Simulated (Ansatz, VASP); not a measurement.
SnO2 in VASP and in Ansatz

INCAR

```
  PREC = Accurate
  ENCUT = 520
  EDIFF = 1E-6
  ISMEAR = 0
  SIGMA = 0.05
  LREAL = False
  LASPH = True
  NELM = 60
  ALGO = Normal
  ISIF = 2
  LWAVE = False
  LCHARG = False
  GGA = PE
  IVDW = 12
  NBANDS = 35
```

The input KPOINTS:

```
regular mesh
0
Gamma
  8 6 6
```

File POSCAR:

```
SnO2
1.0
    1.6186264610     -2.8035432689      0.0000000000
    1.6186264610      0.9345144230      4.2918257460
   -4.8558793830     -2.8035432689      0.0000000000
Sn O
2 4
Direct
    0.5084021856      0.3975445496     -0.0313574457
   -0.0084021856      0.6024554504      0.5313574457
    0.4960150187      0.7689116785      0.7962000588
    1.0039849813      0.6926884373      0.1909999798
    0.4960150187      0.3073115627      0.3090000202
    1.0039849813      0.2310883215      0.7037999412
```

Input for Ansatz:

```yaml
crystal:
  lattice:
    - [1.618626461, -2.8035432689, 0.0]
    - [1.618626461, 0.934514423, 4.291825746]
    - [-4.855879383, -2.8035432689, 0.0]
  atoms:
    - { symbol: Sn, position: [0.5084021856, 0.3975445496, -0.0313574457] }
    - { symbol: Sn, position: [-0.0084021856, 0.6024554504, 0.5313574457] }
    - { symbol: O, position: [0.4960150187, 0.7689116785, 0.7962000588] }
    - { symbol: O, position: [1.0039849813, 0.6926884373, 0.1909999798] }
    - { symbol: O, position: [0.4960150187, 0.3073115627, 0.3090000202] }
    - { symbol: O, position: [1.0039849813, 0.2310883215, 0.7037999412] }
basis:
  ecutwfc: 520.0
kpoints:
  mp_grid: { grid: [8, 6, 6] }
hamiltonian:
  xc: pbe
  pseudopotentials: { kind: paw, azcp: { folder: soft_1 } }
  dispersion: d3bj
scf:
  occupations: { method: gaussian, width: 0.05 }
output:
  forces: true
  stress: true
  eigenvalues: true
```

Change from the starting cell: mode 4 frozen in at -0.440 Å and mode 5 at -0.027 Å (largest displacements).

Alike in both runs: task single point; functional PBE; dispersion D3(BJ); k mesh 8 × 6 × 6; occupations gaussian, width 0.05 eV; no spin polarisation.

```csv
,VASP,Ansatz
version,VASP 6.6.1,Ansatz 0.2.0
potentials or method,"VASP PAW PBE potentials, release 64 (Sn_d, O), cutoff 520 eV","scalar-relativistic, plane waves, PAW"
valence electrons in the cell,52,52
```

|  | VASP | Ansatz | Ansatz less VASP |
| --- | --- | --- | --- |
| gap on the k mesh at the Fermi level (eV) | 0.54 | 0.58 | +0.041 |
| least direct gap on the mesh (eV) | 0.69 | 0.73 | +0.039 |
| pressure (GPa) | -6.4 | -7.0 | -0.59 |
| traceless stress, the component that is largest in VASP (GPa) | -3.70 | -3.30 | +0.399 |
| rms of the force components (eV/Å) | 0.471 | 0.484 | +0.0127 |

Atom by atom the forces differ by 0.027 eV/Å (rms over components).
